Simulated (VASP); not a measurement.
A run of VASP 6.6.1 is set up as follows.

Contents of INCAR:

```
SYSTEM = Fe
PREC = Accurate ; ENCUT = 520
EDIFF = 1E-6 ; ISMEAR = -1
SIGMA = 0.1 ; LREAL = .FALSE.
LASPH = .TRUE. ; NELM = 60
ALGO = Normal ; ISIF = 2
LWAVE = .FALSE. ; LCHARG = .FALSE.
NBANDS = 24
```

The input KPOINTS:

```
regular mesh
0
G
  20 20 6
  0 0 0
```

POSCAR

```
Fe
1.0
    2.3972081792      0.0000000000      0.0000000000
   -1.1986040896      2.0760431813      0.0000000000
    0.0000000000      0.0000000000      7.7151118029
Fe
4
Direct
    1.0000000000      0.0000000000      0.0000000000
    1.0000000000      0.0000000000      0.5000000000
    0.3333333333      0.6666666667      0.2500000000
    0.6666666667      0.3333333333      0.7500000000
```

Potentials or basis: VASP PAW LDA potentials, release 64 (Fe).

Launch:

```bash
$ cat potpaw_LDA.64/Fe/POTCAR > POTCAR
$ mpirun -np 1 vasp_std > vasp.out
```

(1) Predict the pressure.

(2) Predict the band gap on the k mesh.

Answers

(1) -0.3 GPa.

(2) zero (bands 16 and 17 overlap by 1.87 eV).

Caveat: the run has no spin polarisation, though such a crystal can be magnetic.
